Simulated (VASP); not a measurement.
Input of a VASP 6.6.1 run:

Contents of INCAR:

```
PREC = Accurate ; ENCUT = 520
EDIFF = 1E-6 ; ISMEAR = -1
SIGMA = 0.05 ; LREAL = False
LASPH = True ; NELM = 60
ALGO = Normal ; ISIF = 2
LWAVE = False ; LCHARG = True
GGA = B5 ; ALDAX = 1.0
AGGAX = 1.0 ; AGGAC = 1.0
ALDAC = 0.0 ; IVDW = 12
VDW_S6 = 1.0 ; VDW_S8 = 2.6996
VDW_A1 = 0.4298 ; VDW_A2 = 4.2359
LELF = True ; LVHAR = True
NBANDS = 25
```

File KPOINTS:

```
regular mesh
0
Gamma
  10 10 5
```

The input POSCAR:

```
CuO
1.0
    2.2940437287     -1.6763657078      0.0000000000
    2.2940437287      1.6763657078      0.0000000000
   -0.8326750593      0.0000000000      4.9546185987
Cu O
2 2
Direct
    0.5000000000      0.0000000000      0.5000000000
    0.0000000000      0.5000000000      0.0000000000
    0.4184000000      0.5816000000      0.7500000000
    0.5816000000      0.4184000000      0.2500000000
```

Potentials or basis: VASP PAW PBE potentials, release 64 (Cu, O).

The run is started by

```console
$ cat potpaw_PBE.64/Cu/POTCAR potpaw_PBE.64/O/POTCAR > POTCAR
$ mpirun -np 1 vasp_std > vasp.out
```

(1) What does it give for the band gap on the k mesh?

(2) Estimate the pressure.

(3) Estimate the dispersion energy per atom.

(4) Estimate the largest force.

Results:

(1) zero (bands 17 and 18 overlap by 0.59 eV).

(2) 16.9 GPa.

(3) -0.649 eV.

(4) 0.048 eV/Å.

Caveat: the cell stands under pressure; the PAW data sets were made with another functional, which shifts forces and pressure a little; semilocal functionals often make such compounds metallic where correlation or magnetic order opens a gap, which also shifts bond lengths.
